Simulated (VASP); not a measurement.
# Si (P6_3/mmc) in VASP: further runs, part 2 of 3

VASP 6.6.1. Earlier steps stand in the parts before.

## 3. Single point, PBE

The input, INCAR:

```
PREC = Accurate
ENCUT = 500
EDIFF = 1E-6
ISMEAR = -1
SIGMA = 0.1
LREAL = F
LASPH = T
NELM = 120
ALGO = Normal
ISIF = 2
LWAVE = F
LCHARG = T
GGA = PE
LELF = T
LVHAR = T
NBANDS = 16
GGA_COMPAT = F
```

The input, KPOINTS:

```
Automatic mesh
0
Gamma
  4 4 2
```

The input, POSCAR:

```
Si
1.0
    3.8313174600      0.0000000000      0.0000000000
   -1.9156587300      3.3180182503      0.0000000000
    0.0000000000      0.0000000000      6.3326220000
Si
4
Direct
    0.3333333333      0.6666666667      0.0630095000
    0.3333333333      0.6666666667      0.4369905000
    0.6666666667      0.3333333333      0.5630095000
    0.6666666667      0.3333333333      0.9369905000
```

Potentials or basis: VASP PAW PBE potentials, release 64 (Si).

Run with:

```sh
> cat potpaw_PBE.64/Si/POTCAR > POTCAR
> mpirun -np 1 vasp_std > vasp.out
```

OUTCAR:

```text
PREC = Accurate
   ENCUT = 500
   EDIFF = 1E-6
   ISMEAR = -1
   LREAL = F
   LASPH = T
   NELM = 120
   ISIF = 2
   GGA = PE

 ion  position               nearest neighbor table
   1  0.333  0.667  0.063-   4 2.35   4 2.35   4 2.35   2 2.37
   2  0.333  0.667  0.437-   3 2.35   3 2.35   3 2.35   1 2.37
   3  0.667  0.333  0.563-   2 2.35   2 2.35   2 2.35   4 2.37
   4  0.667  0.333  0.937-   1 2.35   1 2.35   1 2.35   3 2.37

  LATTYP: Found a hexagonal cell.
 ALAT       =     3.8313174600
 C/A-ratio  =     1.6528575526

  Lattice vectors:

 A1 = (   3.8313174600,   0.0000000000,   0.0000000000)
 A2 = (  -1.9156587300,   3.3180182503,   0.0000000000)
 A3 = (   0.0000000000,   0.0000000000,   6.3326220000)

Analysis of symmetry for initial positions (statically):
=====================================================================
 Subroutine PRICEL returns:
 Original cell was already a primitive cell.

 Routine SETGRP: Setting up the symmetry group for a
 hexagonal supercell.

 Subroutine GETGRP returns: Found 24 space group operations
 (whereof 12 operations were pure point group operations)
 out of a pool of 24 trial point group operations.

The static configuration has the point symmetry D_3d.
 The point group associated with its full space group is D_6h.

Analysis of symmetry for dynamics (positions and initial velocities):
=====================================================================
 Subroutine PRICEL returns:
 Original cell was already a primitive cell.

 Routine SETGRP: Setting up the symmetry group for a
 hexagonal supercell.

 Subroutine GETGRP returns: Found 24 space group operations
 (whereof 12 operations were pure point group operations)
 out of a pool of 24 trial point group operations.

The dynamic configuration has the point symmetry D_3d.
 The point group associated with its full space group is D_6h.

 Subroutine INISYM returns: Found 24 space group operations
 (whereof 12 operations are pure point group operations),
 and found     1 'primitive' translations

----------------------------------------------------------------------------------------

                                     Primitive cell

  volume of cell :      80.5027

  direct lattice vectors                    reciprocal lattice vectors
     3.831317460  0.000000000  0.000000000     0.261006823  0.150692360  0.000000000
    -1.915658730  3.318018250  0.000000000     0.000000000  0.301384720  0.000000000
     0.000000000  0.000000000  6.332622000     0.000000000  0.000000000  0.157912473

  length of vectors
     3.831317460  3.831317460  6.332622000     0.301384720  0.301384720  0.157912473

  position of ions in fractional coordinates (direct lattice)
     0.333333333  0.666666667  0.063009500
     0.333333333  0.666666667  0.436990500
     0.666666667  0.333333333  0.563009500
     0.666666667  0.333333333  0.936990500

  ion indices of the primitive-cell ions
   primitive index   ion index
                 1           1
                 2           2
                 3           3
                 4           4

----------------------------------------------------------------------------------------

 KPOINTS: Automatic mesh
[... 22 lines left out ...]

 Following reciprocal coordinates:
            Coordinates               Weight
  0.000000  0.000000  0.000000      1.000000
  0.250000 -0.000000  0.000000      6.000000
  0.500000 -0.000000  0.000000      3.000000
  0.250000  0.250000  0.000000      6.000000
  0.000000  0.000000  0.500000      1.000000
  0.250000 -0.000000  0.500000      6.000000
  0.500000 -0.000000  0.500000      3.000000
  0.250000  0.250000  0.500000      6.000000
   k-points           NKPTS =      8   k-points in BZ     NKDIM =      8   number of bands    NBANDS=     16
   number of dos      NEDOS =    301   number of ions     NIONS =      4
   total plane-waves  NPLWV =  37632
   dimension x,y,z NGX =    28 NGY =   28 NGZ =   48
   dimension x,y,z NGXF=    56 NGYF=   56 NGZF=   96
   ions per type =               4
   NGX,Y,Z   is equivalent  to a cutoff of  12.15, 12.15, 12.60 a.u.
   NGXF,Y,Z  is equivalent  to a cutoff of  24.30, 24.30, 25.20 a.u.
 SYSTEM =  unknown system
   PREC   = accura    normal or accurate (medium, high low for compatibility)
   ISTART =      0    job   : 0-new  1-cont  2-samecut
   ICHARG =      2    charge: 1-file 2-atom 10-const
   ISPIN  =      1    spin polarized calculation?
   LNONCOLLINEAR =      F non collinear calculations
   LSORBIT =      F    spin-orbit coupling
   LASPH  =      T    aspherical Exc in radial PAW
   ENCUT  =  500.0 eV  36.75 Ry    6.06 a.u.   6.99  6.99 11.55*2*pi/ulx,y,z
   NELM   =    120;   NELMIN=  2; NELMDL= -5     # of ELM steps
   EDIFF  = 0.1E-05   stopping-criterion for ELM
   LREAL  =      F    real-space projection
   EDIFFG = 0.1E-04   stopping-criterion for IOM
   NSW    =      0    number of steps for IOM
   IBRION =     -1    ionic relax: 0-MD 1-quasi-New 2-CG
   NFREE  =      0    steps in history (QN), initial steepest desc. (CG)
   ISIF   =      2    stress and relaxation
   ISYM   =      2    0-nonsym 1-usesym 2-fastsym
   POTIM  = 0.5000    time-step for ionic-motion
   TEBEG  =    0.0;   TEEND  =   0.0 temperature during run
   PSTRESS=    0.0 pullay stress
   NELECT =      16.0000    total number of electrons
   NUPDOWN=      -1.0000    fix difference up-down
   EMIN   =  10.00;   EMAX   =-10.00  energy-range for DOS
   EFERMI =   0.00;   METHOD = LEGACY
   ISMEAR =    -1;   SIGMA  =   0.10  broadening in eV -4-tet -1-fermi 0-gaus
   EFERMI_NEDOS =   21; number of points for ismear=-14 and -15
   IALGO  =     38    algorithm
   IMIX   =      4    mixing-type and parameters
     AMIX     =   0.40;   BMIX     =  1.00
     AMIX_MAG =   1.60;   BMIX_MAG =  1.00
  volume/ion in A,a.u.               =      20.13       135.81
  Fermi-wavevector in a.u.,A,eV,Ry     =   0.955384  1.805414 12.418837  0.912759
  Thomas-Fermi vector in A             =   2.084217
   LORBIT       =      0    0 simple, 1 ext, 2 COOP (PROOUT), +10 PAW based schemes
   GGA     = PE    functional components
   LHFCALC =     F    Hartree Fock is set to
   AEXX    =    0.0000 exact exchange contribution
   IVDW    =     0    specifies the selected vdW correction
   LEPSILON=     F    determine dielectric tensor
   LRPA    =     F    only Hartree local field effects (RPA)
 non-spin polarized calculation
  energy-cutoff  :      500.00
  volume of cell :       80.50
 maximum number of plane-waves:      2063
 NGX is ok and might be reduce to    28
   NGX = 13   NGY = 13   NGZ = 23

 number of electron      15.9999999 magnetization

 Free energy of the ion-electron system (eV)
  ---------------------------------------------------
  ext. energy  EPLUGINS =         0.00000000
  ---------------------------------------------------
  free energy    TOTEN  =       -21.47300239 eV

  energy without entropy =      -21.46166153  energy(sigma->0) =      -21.46733196

 E-fermi :   6.2294     XC(G=0):  -9.3735

 val. band max:        6.0474623602   @ k =   0.0000   0.0000   0.0000
 cond. band min:       6.4573185349   @ k =   0.5000  -0.0000   0.0000
 fundamental gap:      0.4098561747
 Fermi energy:         6.2293611187

 k-point     1 :       0.0000    0.0000    0.0000
  band No.  band energies     occupation
      1      -6.1486      2.00000
      2      -3.8631      2.00000
      3      -1.1721      2.00000
      4       4.5278      2.00000
      5       4.5278      2.00000
      6       5.6914      1.99083
[... 129 lines left out ...]
      3      -0.6453      2.00000
      4      -0.6453      2.00000
      5       2.1532      2.00000
      6       2.1532      2.00000
[... 8 lines left out ...]
     15      11.3849      0.00000
     16      11.3849      0.00000

------------------------ aborting loop because EDIFF is reached ----------------------------------------

  FORCE on cell =-STRESS in cart. coord.  units (eV):
  Direction    XX          YY          ZZ          XY          YZ          ZX
  --------------------------------------------------------------------------------------
  -------------------------------------------------------------------------------------
  Total        1.1071513      1.1071513      0.3501198      0.0000000      0.0000000      0.0000000
  in kB       22.0346963     22.0346963      6.9681389      0.0000000      0.0000000      0.0000000
  external PRESSURE =      17.0125105 kB  Pullay stress =       0.0000000 kB

 VOLUME and BASIS-vectors are now :
 -----------------------------------------------------------------------------
  energy-cutoff  :      500.00
  volume of cell :       80.50
      direct lattice vectors                 reciprocal lattice vectors
     3.831317460  0.000000000  0.000000000     0.261006823  0.150692360  0.000000000
    -1.915658730  3.318018250  0.000000000     0.000000000  0.301384720  0.000000000
     0.000000000  0.000000000  6.332622000     0.000000000  0.000000000  0.157912473

 POSITION                                       TOTAL-FORCE (eV/Angst)
 -----------------------------------------------------------------------------------
     -0.00000      2.21201      0.39902         0.000000      0.000000     -0.062379
     -0.00000      2.21201      2.76730         0.000000      0.000000      0.062379
      1.91566      1.10601      3.56533        -0.000000      0.000000     -0.062379
      1.91566      1.10601      5.93361        -0.000000     -0.000000      0.062379
 -----------------------------------------------------------------------------------
    total drift:                               -0.000000      0.000000     -0.000000

  FREE ENERGIE OF THE ION-ELECTRON SYSTEM (eV)
  ---------------------------------------------------
  free  energy   TOTEN  =       -21.4730023911 eV

  energy  without entropy=      -21.4616615318  energy(sigma->0) =      -21.46733196
```

OSZICAR:

```text
N       E                     dE             d eps       ncg     rms          rms(c)
DAV:   1     0.256590485459E+02    0.25659E+02   -0.58794E+03   256   0.794E+02
DAV:   2    -0.199840355362E+02   -0.45643E+02   -0.41264E+02   336   0.121E+02
DAV:   3    -0.218304433034E+02   -0.18464E+01   -0.18284E+01   336   0.228E+01
DAV:   4    -0.218526792714E+02   -0.22236E-01   -0.22227E-01   296   0.316E+00
DAV:   5    -0.218530851228E+02   -0.40585E-03   -0.40580E-03   352   0.402E-01    0.692E+00
DAV:   6    -0.215895671067E+02    0.26352E+00   -0.10766E-01   280   0.153E+00    0.422E+00
DAV:   7    -0.214698919984E+02    0.11968E+00   -0.22916E-01   304   0.234E+00    0.259E-01
DAV:   8    -0.214723791831E+02   -0.24872E-02   -0.16646E-02   304   0.636E-01    0.108E-01
DAV:   9    -0.214728271846E+02   -0.44800E-03   -0.70798E-04   312   0.150E-01    0.910E-02
DAV:  10    -0.214730020343E+02   -0.17485E-03   -0.26176E-04   312   0.785E-02    0.227E-02
DAV:  11    -0.214730003697E+02    0.16646E-05   -0.50126E-06   328   0.121E-02    0.723E-03
DAV:  12    -0.214730025276E+02   -0.21579E-05   -0.21359E-06   304   0.783E-03    0.173E-03
DAV:  13    -0.214730023911E+02    0.13650E-06   -0.35791E-07   224   0.301E-03
   1 F= -.21473002E+02 E0= -.21467332E+02  d E =-.113409E-01
```

stdout:

```text
POSCAR found type information on POSCAR Si
 POSCAR found :  1 types and       4 ions
 scaLAPACK will be used
 LDA part: xc-table for (Slater+PW92), standard interpolation
 POSCAR, INCAR and KPOINTS ok, starting setup
 FFT: planning ... GRIDC
 FFT: planning ... GRID_SOFT
 FFT: planning ... GRID
 WAVECAR not read
 entering main loop
```

It took 23 s on 1 thread of Intel Xeon 8259CL, shared host; peak memory 0.14 GiB.

What came out:

```
Free energy            : -21.4730 eV
Pressure               : 1.7 GPa
Largest force          : 0.062 eV/Å
Band gap on the k mesh : 0.41 eV (least direct gap 1.02 eV)
```

Forces on the atoms (eV/Å):
```
Si   0.000  0.000 -0.062
Si   0.000  0.000  0.062
Si   0.000  0.000 -0.062
Si   0.000  0.000  0.062
```

Levels at points of the mesh, in eV from the valence-band top:
| k point | band 5 | band 6 | band 7 | band 8 | band 9 | band 10 | band 11 | band 12 |
| --- | --- | --- | --- | --- | --- | --- | --- | --- |
| (0.00, 0.00, 0.00) | -1.52 | -0.36 | 0.00 | 0.00 | 1.02 | 2.00 | 2.00 | 2.34 |
| (0.50, 0.00, 0.00) | -4.67 | -3.06 | -2.99 | -1.44 | 0.41 | 2.34 | 2.99 | 3.11 |
| (0.00, 0.00, 0.50) | -0.93 | -0.93 | -0.93 | -0.93 | 1.80 | 1.80 | 2.97 | 2.97 |
| (0.50, 0.00, 0.50) | -2.46 | -2.46 | -2.42 | -2.42 | 0.91 | 0.91 | 1.66 | 1.66 |

Caveat: the k points lie up to 0.50 Å⁻¹ apart; semilocal functionals underestimate gaps, and a narrow one can read as zero. A k mesh can miss the band edges.

## 4. Single point, PBE

The input, INCAR:

```
SYSTEM = Si
ALGO = Normal
EDIFF = 1E-6
ENCUT = 500
GGA = PE
GGA_COMPAT = .False.
ISIF = 2
ISMEAR = -1
LASPH = .True.
LCHARG = .False.
LREAL = .False.
LWAVE = .False.
NBANDS = 16
NELM = 120
PREC = Accurate
SIGMA = 0.1
```

The input, KPOINTS:

```
k-points
0
Gamma
  5 5 3
  0 0 0
```

POSCAR is that of step 3.

Potentials or basis: VASP PAW PBE potentials, release 64 (Si).

Run with:

```sh
> cat potpaw_PBE.64/Si/POTCAR > POTCAR
> mpirun -np 1 vasp_std > vasp.out
```

OUTCAR:

```text
SYSTEM = Si
   EDIFF = 1E-6
   ENCUT = 500
   GGA = PE
   ISIF = 2
   ISMEAR = -1
   LASPH = .True.
   LREAL = .False.
   NELM = 120
   PREC = Accurate

 ion  position               nearest neighbor table
   1  0.333  0.667  0.063-   4 2.35   4 2.35   4 2.35   2 2.37
   2  0.333  0.667  0.437-   3 2.35   3 2.35   3 2.35   1 2.37
   3  0.667  0.333  0.563-   2 2.35   2 2.35   2 2.35   4 2.37
   4  0.667  0.333  0.937-   1 2.35   1 2.35   1 2.35   3 2.37

  LATTYP: Found a hexagonal cell.
 ALAT       =     3.8313174600
 C/A-ratio  =     1.6528575526

  Lattice vectors:

 A1 = (   3.8313174600,   0.0000000000,   0.0000000000)
 A2 = (  -1.9156587300,   3.3180182503,   0.0000000000)
 A3 = (   0.0000000000,   0.0000000000,   6.3326220000)

Analysis of symmetry for initial positions (statically):
=====================================================================
 Subroutine PRICEL returns:
 Original cell was already a primitive cell.

 Routine SETGRP: Setting up the symmetry group for a
 hexagonal supercell.

 Subroutine GETGRP returns: Found 24 space group operations
 (whereof 12 operations were pure point group operations)
 out of a pool of 24 trial point group operations.

The static configuration has the point symmetry D_3d.
 The point group associated with its full space group is D_6h.

Analysis of symmetry for dynamics (positions and initial velocities):
=====================================================================
 Subroutine PRICEL returns:
 Original cell was already a primitive cell.

 Routine SETGRP: Setting up the symmetry group for a
 hexagonal supercell.

 Subroutine GETGRP returns: Found 24 space group operations
 (whereof 12 operations were pure point group operations)
 out of a pool of 24 trial point group operations.

The dynamic configuration has the point symmetry D_3d.
 The point group associated with its full space group is D_6h.

 Subroutine INISYM returns: Found 24 space group operations
 (whereof 12 operations are pure point group operations),
 and found     1 'primitive' translations
[... 106 lines left out ...]
  Fermi-wavevector in a.u.,A,eV,Ry     =   0.955384  1.805414 12.418837  0.912759
  Thomas-Fermi vector in A             =   2.084217
   LORBIT       =      0    0 simple, 1 ext, 2 COOP (PROOUT), +10 PAW based schemes
   GGA     = PE    functional components
   LHFCALC =     F    Hartree Fock is set to
   AEXX    =    0.0000 exact exchange contribution
   IVDW    =     0    specifies the selected vdW correction
   LEPSILON=     F    determine dielectric tensor
   LRPA    =     F    only Hartree local field effects (RPA)
 non-spin polarized calculation
  energy-cutoff  :      500.00
  volume of cell :       80.50
 maximum number of plane-waves:      2061
 NGX is ok and might be reduce to    28
   NGX = 13   NGY = 13   NGZ = 23

 number of electron      15.9999999 magnetization

 Free energy of the ion-electron system (eV)
  ---------------------------------------------------
  ext. energy  EPLUGINS =         0.00000000
  ---------------------------------------------------
  free energy    TOTEN  =       -21.57095046 eV

  energy without entropy =      -21.56449734  energy(sigma->0) =      -21.56772390

 E-fermi :   6.2144     XC(G=0):  -9.3785

 val. band max:        6.0378948010   @ k =   0.0000   0.0000   0.0000
 cond. band min:       6.5734489933   @ k =   0.4000  -0.0000   0.0000
 fundamental gap:      0.5355541923
 Fermi energy:         6.2143777497

 k-point     1 :       0.0000    0.0000    0.0000
  band No.  band energies     occupation
      1      -6.1550      2.00000
      2      -3.8709      2.00000
      3      -1.1769      2.00000
      4       4.5197      2.00000
      5       4.5197      2.00000
      6       5.6857      1.98993
[... 167 lines left out ...]
      3      -1.4679      2.00000
      4      -0.7763      2.00000
      5       1.6655      2.00000
      6       2.5476      2.00000
[... 8 lines left out ...]
     15      13.4270      0.00000
     16      13.7012      0.00000

------------------------ aborting loop because EDIFF is reached ----------------------------------------

  FORCE on cell =-STRESS in cart. coord.  units (eV):
  Direction    XX          YY          ZZ          XY          YZ          ZX
  --------------------------------------------------------------------------------------
  -------------------------------------------------------------------------------------
  Total        0.8302700      0.8302700      0.6064666      0.0000000     -0.0000000      0.0000000
  in kB       16.5241630     16.5241630     12.0699923      0.0000000     -0.0000000      0.0000000
  external PRESSURE =      15.0394395 kB  Pullay stress =       0.0000000 kB

 VOLUME and BASIS-vectors are now :
 -----------------------------------------------------------------------------
  energy-cutoff  :      500.00
  volume of cell :       80.50
      direct lattice vectors                 reciprocal lattice vectors
     3.831317460  0.000000000  0.000000000     0.261006823  0.150692360  0.000000000
    -1.915658730  3.318018250  0.000000000     0.000000000  0.301384720  0.000000000
     0.000000000  0.000000000  6.332622000     0.000000000  0.000000000  0.157912473

 POSITION                                       TOTAL-FORCE (eV/Angst)
 -----------------------------------------------------------------------------------
     -0.00000      2.21201      0.39902         0.000000     -0.000000     -0.012505
     -0.00000      2.21201      2.76730         0.000000      0.000000      0.012505
      1.91566      1.10601      3.56533        -0.000000      0.000000     -0.012505
      1.91566      1.10601      5.93361        -0.000000      0.000000      0.012505
 -----------------------------------------------------------------------------------
    total drift:                               -0.000000      0.000000     -0.000000

  FREE ENERGIE OF THE ION-ELECTRON SYSTEM (eV)
  ---------------------------------------------------
  free  energy   TOTEN  =       -21.5709504645 eV

  energy  without entropy=      -21.5644973394  energy(sigma->0) =      -21.56772390
```

Wall time 22 s (1 thread of Intel Xeon 8259CL, shared host); peak memory 0.14 GiB.

Results:

- Free energy: -21.5710 eV
- Pressure: 1.5 GPa
- Largest force: 0.013 eV/Å
- Band gap on the k mesh: 0.54 eV (least direct gap 1.03 eV)

Forces in eV/Å, atoms in the order of the input:
```
Si   0.000  0.000 -0.013
Si   0.000  0.000  0.013
Si   0.000  0.000 -0.013
Si   0.000  0.000  0.013
```

Levels at points of the mesh, in eV from the valence-band top:
```csv
k point,band 6,band 7,band 8,band 9,band 10,band 11
"(0.00, 0.00, 0.00)",-0.35,0.00,0.00,1.03,2.00,2.00
```

Caveat: semilocal functionals underestimate gaps, and a narrow one can read as zero.

[end of part 2 of 3]
